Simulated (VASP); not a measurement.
Write the native input for VASP 6.6.1 that does the following.

```
Task                   : single point
Functional             : PBE
Potentials or basis    : VASP PAW PBE potentials, release 64 (K_sv, Br)
Cutoff                 : 520 eV
k mesh                 : 4 × 4 × 4
Occupations            : gaussian, width 0.01 eV
Spin                   : no spin polarisation
Dipole correction      : no
Further INCAR settings : ALGO = Normal; EDIFF = 1e-06; NBANDS = 15
```

The structure of KBr lies in POSCAR:

```
KBr
1.0
    0.0000000000      3.1518474962      3.1518474962
    3.1518474962      0.0000000000      3.1518474962
    3.1518474962      3.1518474962      0.0000000000
K Br
1 1
Direct
    0.0000000000      0.0000000000      0.0000000000
    0.5000000000      0.5000000000      0.5000000000
```

This cell differs from its parent crystal: strain -4.6%.

The input as run:

INCAR

```
ALGO = Normal
EDIFF = 1E-6
ENCUT = 520
GGA = PE
ISIF = 2
ISMEAR = 0
LASPH = True
LCHARG = False
LREAL = False
LWAVE = False
NBANDS = 15
NELM = 80
PREC = Accurate
SIGMA = 0.01
```

KPOINTS

```
k-points
0
Gamma
  4 4 4
```

Potentials or basis: VASP PAW PBE potentials, release 64 (K_sv, Br).

The run is started by

```sh
$ cat potpaw_PBE.64/K_sv/POTCAR potpaw_PBE.64/Br/POTCAR > POTCAR
$ mpirun -np 1 vasp_std > vasp.out
```

Results of the run:

```yaml
Pressure: 4.0 GPa
Band_gap_on_the_k_mesh: 4.84 eV, direct
```

Caveat: the k points lie up to 0.43 Å⁻¹ apart; the cell differs from its parent crystal (strain -4.6%).

Wall time 8.8 s on 1 thread of Intel(R) Xeon(R) Platinum 8488C (Sapphire Rapids), with other jobs on the host, peak memory 0.19 GiB.
